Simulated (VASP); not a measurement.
Wanted: the native input for a VASP 6.6.1 run.

* Task: single point
* Functional: PBE
* Potentials or basis: VASP PAW PBE potentials, release 64 (K_sv, Fe, O)
* Cutoff: 600 eV
* k mesh: 4 × 4 × 6
* Occupations: gaussian, width 0.1 eV
* Spin: collinear spin, ferromagnetic start
* Starting moments: [0.0, 0.0, 2.6, 0.37, 0.37, 0.37] μB
* Dipole correction: no
* Further INCAR settings: ALGO = Normal; EDIFF = 1e-06; NBANDS = 35

The structure of K2FeO3 lies in POSCAR:

```
K2FeO3
1.0
    3.7638263880     -4.5617472041      0.0000000000
    3.7638263880      4.5617472041      0.0000000000
    0.0000000000      0.0000000000      3.7113736868
K Fe O
2 1 3
Direct
    0.0000000000      0.5000000000      0.0000000000
    0.5000000000      0.0000000000      0.0000000000
    0.5000000000      0.5000000000      0.5000000000
    0.6950537334      0.3049462666      0.5000000000
    0.3049462666      0.6950537334      0.5000000000
    0.5000000000      0.5000000000      0.0000000000
```

The cell was built from a structure type or drawn by symmetry, and may not be a known phase.

The input as run:

INCAR

```
SYSTEM = K2FeO3
ALGO = Normal
EDIFF = 1E-6
ENCUT = 600
GGA = PE
GGA_COMPAT = .FALSE.
ISIF = 2
ISMEAR = 0
ISPIN = 2
LASPH = .TRUE.
LCHARG = .TRUE.
LELF = .TRUE.
LMAXMIX = 4
LORBIT = 11
LREAL = .FALSE.
LVHAR = .TRUE.
LWAVE = .FALSE.
MAGMOM = 0 0 2.6 0.37 0.37 0.37
NBANDS = 35
NELM = 200
PREC = Accurate
SIGMA = 0.1
```

KPOINTS

```
k-points
0
G
  4 4 6
  0 0 0
```

Potentials or basis: VASP PAW PBE potentials, release 64 (K_sv, Fe, O).

The run is started by

```console
$ cat potpaw_PBE.64/K_sv/POTCAR potpaw_PBE.64/Fe/POTCAR potpaw_PBE.64/O/POTCAR > POTCAR
$ mpirun -np 1 vasp_std > vasp.out
```

Results of the run:

The pressure is 1.0 GPa and the largest force is 0.037 eV/Å. The band gap on the k mesh is zero (filled and empty bands overlap). The net moment is 4.00 μB per cell, the site moments are K +0.01; Fe +2.69; O +0.32, +0.34 (each value once) μB and the valence electrons inside the program's atomic spheres are K 7.59; Fe 7.30; O 4.94, 4.95 (each value once).

Caveat: a cell with one magnetic atom can't hold antiferromagnetic order, which such compounds often take; semilocal functionals often make such compounds metallic where correlation or magnetic order opens a gap, which also shifts bond lengths.

It took 21 min on 1 thread of Intel Xeon 8259CL, with other jobs on the host, peak memory 0.45 GiB.
